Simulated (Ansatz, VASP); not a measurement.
# KZnF3: VASP beside Ansatz

File INCAR:

```
  ALGO = Normal
  EDIFF = 1E-6
  ENCUT = 520
  GGA = PE
  ISIF = 2
  ISMEAR = 0
  LASPH = True
  LCHARG = False
  LREAL = False
  LWAVE = False
  NBANDS = 29
  NELM = 100
  PREC = Accurate
  SIGMA = 0.02
```

Contents of KPOINTS:

```
k-points
0
Gamma
  6 6 6
```

The input POSCAR:

```
KZnF3
1.0
    3.9247348945      0.0000000000      0.0000000000
    0.0000000000      3.9247348945      0.0000000000
    0.0000000000      0.0000000000      3.9247348945
K Zn F
1 1 3
Direct
    0.0000000000      0.0000000000      0.0000000000
    0.5000000000      0.5000000000      0.5000000000
    0.0000000000      0.5000000000      0.5000000000
    0.5000000000      0.0000000000      0.5000000000
    0.5000000000      0.5000000000      0.0000000000
```

Input for Ansatz:

```yaml
crystal:
  lattice:
    - [3.9247348945, 0.0, 0.0]
    - [0.0, 3.9247348945, 0.0]
    - [0.0, 0.0, 3.9247348945]
  atoms:
    - { symbol: K, position: [0.0, 0.0, 0.0] }
    - { symbol: Zn, position: [0.5, 0.5, 0.5] }
    - { symbol: F, position: [0.0, 0.5, 0.5] }
    - { symbol: F, position: [0.5, 0.0, 0.5] }
    - { symbol: F, position: [0.5, 0.5, 0.0] }
basis:
  ecutwfc: 420
kpoints:
  mp_grid: { grid: [6, 6, 6] }
  band_path: { path: [VBM, CBM], npoints: 2 }
hamiltonian:
  xc: pbe
scf:
  occupations: { method: gaussian, width: 0.02 }
output:
  forces: true
  stress: true
  eigenvalues: true
checkpoint:
  read: start.run
  write: ck
  compress: false
  write_wavefunctions: false
  write_every: 100000
```

Alike in both runs: task single point; functional PBE; k mesh 6 × 6 × 6; occupations gaussian, width 0.02 eV; no spin polarisation.

|  | VASP | Ansatz |
| --- | --- | --- |
| version | VASP 6.6.1 | Ansatz 0.2.0 |
| potentials or method | VASP PAW PBE potentials, release 64 (K_sv, Zn, F), cutoff 520 eV | scalar-relativistic, plane waves, PAW |
| valence electrons in the cell | 42 | 42 |

|  | VASP | Ansatz | Ansatz less VASP |
| --- | --- | --- | --- |
| gap on the k mesh at the Fermi level (eV) | 4.04 | 4.12 | +0.083 |
| least direct gap on the mesh (eV) | 6.48 | 6.53 | +0.047 |
| pressure (GPa) | 15.7 | 15.1 | -0.63 |
